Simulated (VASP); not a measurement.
Set up this calculation in VASP 6.6.1, as the native input.

```yaml
Task: single point
Functional: PBEsol
Potentials_or_basis: VASP PAW PBE potentials, release 64 (Ru_pv)
Cutoff: 520 eV
k_mesh: 39 × 39 × 22
Occupations: gaussian, width 0.1 eV
Spin: no spin polarisation
Dipole_correction: no
Further_INCAR_settings: ALGO = Fast; EDIFF = 1e-06; NBANDS = 21
```

The structure of Ru lies in POSCAR:

```
Ru
1.0
    2.6911324382      0.0000000000      0.0000000000
   -1.3455662191      2.3305890565      0.0000000000
    0.0000000000      0.0000000000      4.2472841372
Ru
2
Direct
    0.3333333333      0.6666666667      0.2500000000
    0.6666666667      0.3333333333      0.7500000000
```

One way to write it, as run:

INCAR

```
SYSTEM = Ru
PREC = Accurate
ENCUT = 520
EDIFF = 1E-6
ISMEAR = 0
SIGMA = 0.1
LREAL = .FALSE.
LASPH = .TRUE.
NELM = 60
ALGO = Fast
ISIF = 2
LWAVE = .FALSE.
LCHARG = .FALSE.
GGA = PS
NBANDS = 21
```

KPOINTS

```
regular mesh
0
G
  39 39 22
  0 0 0
```

Potentials or basis: VASP PAW PBE potentials, release 64 (Ru_pv).

Command:

```sh
$ cat potpaw_PBE.64/Ru_pv/POTCAR > POTCAR
$ mpirun -np 1 vasp_std > vasp.out
```

Results of the run:

```
Pressure               : 0.0 GPa
Band gap on the k mesh : zero (bands 14 and 15 overlap by 3.36 eV)
```

Caveat: the PAW data sets were made with another functional, which shifts forces and pressure a little.

Wall time 5.7 min on 1 thread of Intel(R) Xeon(R) 6975P-C (Granite Rapids), with other jobs on the host, peak memory 0.79 GiB.
